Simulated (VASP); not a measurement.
CdOs2:

```
CELL_PARAMETERS angstrom
-1.70567 1.70567 4.18423
1.70567 -1.70567 4.18423
1.70567 1.70567 -4.18423
ATOMIC_POSITIONS crystal
Cd 0.00000 0.00000 0.00000
Os 0.66500 0.66500 0.00000
Os 0.33500 0.33500 0.00000
```

| Quantity | Value |
| --- | --- |
| Program | VASP 6.6.1 |
| Task | relaxation of cell and atoms |
| Functional | PBE |
| Potentials or basis | VASP PAW PBE potentials, release 64 (Cd, Os) |
| Cutoff | 600 eV |
| k mesh | 8 × 8 × 8 |
| Occupations | gaussian, width 0.1 eV |
| Spin | no spin polarisation |

At the start: pressure -2.7 GPa; volume 16.23 Å³/atom.

Task: Where does the relaxation end?

Result: Over 24 steps the energy falls by 607.3 meV/atom and the volume is 16.31 Å³/atom (+0.5 %); space group I4/mmm (No. 139, to 0.1 Å) before and after.

The path:
```
step  energy change (eV)  largest force (eV/Å)  pressure (GPa)  volume (Å³)
   1              0.0000                1.0155           -2.69        48.69
   2             -0.1736                0.8065            6.65        46.76
   3             -0.0809                1.0246           28.49        44.07
   4             -0.2053                0.4648           11.92        45.96
   5             -0.2713                0.2430           11.22        46.13
   6             -0.4193                0.5374           10.79        46.60
   7             -0.5189                1.5379           16.20        47.31
   8             -0.7446                1.0139            4.73        49.69
   9             -0.8529                0.6358           -5.95        52.70
  10             -0.8542                0.5987           -7.27        53.15
  11             -1.0027                1.2429           -8.50        53.63
  12             -1.3805                1.6557          -10.00        54.57
  13             -1.4180                1.6391           -9.35        54.76
  14             -1.4145                1.6572           -9.71        54.69
  15             -1.6340                1.8806           -0.88        51.47
  16             -1.6438                1.8348            2.30        50.59
  17             -1.7178                0.2635           -2.89        50.28
  18             -1.7192                0.0723           -2.34        50.32
  19             -1.7811                0.0468           -0.19        49.46
  20             -1.8089                0.0263            2.44        48.57
  21             -1.8102                0.0275            3.33        48.31
  22             -1.8165                0.3886           -2.38        49.28
  23             -1.8200                0.2565           -0.29        48.92
  24             -1.8218                0.0115            0.18        48.94
```

Final structure:
```
Cd Os
1.0
    -1.42288    1.42288    6.04274
     1.42288   -1.42288    6.04274
     1.42288    1.42288   -6.04274
Cd Os
1 2
Cartesian
  0.0000 0.0000 0.0000
  0.0000 0.0000 8.2707
  1.4229 1.4229 -2.2280
```

Caveat: a cell axis changed by over 15 % at a fixed basis, so the end point is rough.
